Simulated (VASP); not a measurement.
Wanted: the native input for a VASP 6.6.1 run.

```yaml
Task: single point
Functional: PBE
Potentials_or_basis: VASP PAW PBE potentials, release 64 (Ge_d, Sb, Te)
Cutoff: 520 eV
k_mesh: 12 × 12 × 2
Occupations: gaussian, width 0.03 eV
Spin: no spin polarisation
Dipole_correction: no
Further_INCAR_settings: ALGO = Normal; EDIFF = 1e-06; NBANDS = 44
```

The structure of Ge2Sb2Te5 lies in POSCAR:

```
Ge2Sb2Te5
1.0
    4.2748639088      0.0000000000      0.0000000000
   -2.1374319544      3.7021407427      0.0000000000
    0.0000000000      0.0000000000     15.1154912950
Ge Sb Te
2 2 5
Direct
    0.0000000000      0.0000000000      0.3314713560
    0.0000000000      0.0000000000      0.6685286440
    0.3333333333      0.6666666667      0.1121550832
    0.6666666667      0.3333333333      0.8878449168
    0.0000000000      0.0000000000      0.0000000000
    0.3333333333      0.6666666667      0.7913602895
    0.6666666667      0.3333333333      0.2086397105
    0.3333333333      0.6666666667      0.4097504733
    0.6666666667      0.3333333333      0.5902495267
```

These files were run (other wordings do the same):

INCAR

```
PREC = Accurate ; ENCUT = 520
EDIFF = 1E-6 ; ISMEAR = 0
SIGMA = 0.03 ; LREAL = False
LASPH = True ; NELM = 60
ALGO = Normal ; ISIF = 2
LWAVE = False ; LCHARG = False
GGA = PE ; NBANDS = 44
```

KPOINTS

```
Automatic mesh
0
Gamma
  12 12 2
```

Potentials or basis: VASP PAW PBE potentials, release 64 (Ge_d, Sb, Te).

The run is started by

```bash
$ cat potpaw_PBE.64/Ge_d/POTCAR potpaw_PBE.64/Sb/POTCAR potpaw_PBE.64/Te/POTCAR > POTCAR
$ mpirun -np 1 vasp_std > vasp.out
```

It gave:

```yaml
Pressure: 10.4 GPa
Largest_force: 1.240 eV/Å
Band_gap_on_the_k_mesh: zero (bands 34 and 35 overlap by 0.53 eV)
```

Caveat: the cell stands under pressure; spin-orbit coupling is left out, which moves the levels of the heavy elements; forces of over 1 eV/Å act on the atoms, so gaps and moduli don't describe the material at rest.

It took 6.3 min on 1 thread of Intel(R) Xeon(R) Platinum 8488C (Sapphire Rapids) (shared host), peak memory 0.55 GiB.
